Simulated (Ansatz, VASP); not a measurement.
## Si in VASP and in Ansatz

File INCAR:

```
ALGO = Normal
EDIFF = 1E-7
ENCUT = 520
ISIF = 2
ISMEAR = -1
LASPH = True
LCHARG = False
LREAL = False
LWAVE = False
NBANDS = 11
NELM = 60
PREC = Accurate
SIGMA = 0.1
```

KPOINTS

```
k-points
0
Gamma
  15 15 15
```

POSCAR

```
Si
1.0
   -2.2510000000      2.3685000000      1.2750000000
    2.2510000000     -2.3685000000      1.2750000000
    2.2510000000      2.3685000000     -1.2750000000
Si
2
Direct
    0.8070000000      0.0570000000      0.7500000000
    0.1930000000      0.9430000000      0.2500000000
```

Input for Ansatz:

```yaml
crystal:
  lattice:
    - [-2.251, 2.3685, 1.275]
    - [2.251, -2.3685, 1.275]
    - [2.251, 2.3685, -1.275]
  atoms:
    - { symbol: Si, position: [0.807, 0.057, 0.75] }
    - { symbol: Si, position: [0.193, 0.943, 0.25] }
kpoints:
  mp_grid:
    grid: [15, 15, 15]
hamiltonian:
  xc: lda
  pseudopotentials:
    kind: all_electron
    lapw: {}
scf:
  occupations:
    method: fermi_dirac
output:
  forces: true
  stress: true
  eigenvalues: true
```

Alike in both runs: task single point; functional LDA; k mesh 15 × 15 × 15; no spin polarisation.

|  | VASP | Ansatz |
| --- | --- | --- |
| version | VASP 6.6.1 | Ansatz 0.2.0 |
| potentials or method | VASP PAW LDA potentials, release 64 (Si), cutoff 520 eV | all-electron (LAPW or listed datasets) |
| occupations | fermi-dirac, width 0.1 eV | fermi-dirac |

|  | VASP | Ansatz | Ansatz less VASP |
| --- | --- | --- | --- |
| gap on the k mesh at the Fermi level (eV) | none | none | - |
| pressure (GPa) | 11.0 | 10.8 | -0.17 |
| traceless stress, the component that is largest in VASP (GPa) | 1.88 | 1.83 | -0.048 |
| rms of the force components (eV/Å) | 0.009 | 0.010 | +0.0002 |

LDA's correlation is that of Perdew and Zunger in VASP and of Perdew and Wang (1992) in Ansatz. Atom by atom the forces differ by 0.000 eV/Å (rms over components). A gap of «none» marks a metal or a gap that the smearing closes. Ansatz ran all-electron here, and VASP with PAW potentials.
